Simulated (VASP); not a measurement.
Set up this calculation in VASP 6.6.1, as the native input.

```
Task                   : single point
Functional             : PBEsol
Potentials or basis    : VASP PAW PBE potentials, release 64 (In_d)
Cutoff                 : 520 eV
k mesh                 : 10 × 10 × 10
Occupations            : fermi-dirac, width 0.08 eV
Spin                   : no spin polarisation
Dipole correction      : no
Further INCAR settings : ALGO = Normal; EDIFF = 1e-06; NBANDS = 20
```

The structure of In lies in POSCAR:

```
In
1.0
    0.0000000000      2.9960332181      2.9960332181
    2.9960332181      0.0000000000      2.9960332181
    2.9960332181      2.9960332181      0.0000000000
In
2
Direct
   -0.1250000000     -0.1250000000     -0.1250000000
    0.1250000000      0.1250000000      0.1250000000
```

This isn't the form of In at room conditions, which is tetragonal.

The input as run:

INCAR

```
SYSTEM = In
  PREC = Accurate
  ENCUT = 520
  EDIFF = 1E-6
  ISMEAR = -1
  SIGMA = 0.08
  LREAL = .FALSE.
  LASPH = .TRUE.
  NELM = 80
  ALGO = Normal
  ISIF = 2
  LWAVE = .FALSE.
  LCHARG = .FALSE.
  GGA = PS
  NBANDS = 20
```

KPOINTS

```
Automatic mesh
0
G
  10 10 10
  0 0 0
```

Potentials or basis: VASP PAW PBE potentials, release 64 (In_d).

The run is started by

```bash
$ cat potpaw_PBE.64/In_d/POTCAR > POTCAR
$ mpirun -np 1 vasp_std > vasp.out
```

Results of the run:

* Pressure: 15.4 GPa
* Band gap on the k mesh: zero (bands 13 and 14 overlap by 5.08 eV)

Caveat: the cell stands under pressure; the PAW data sets were made with another functional, which shifts forces and pressure a little; spin-orbit coupling is left out, which moves the levels of the heavy elements.

Run time: 62 s on 1 thread of AMD EPYC 7R13, on a shared host, peak memory 0.16 GiB.
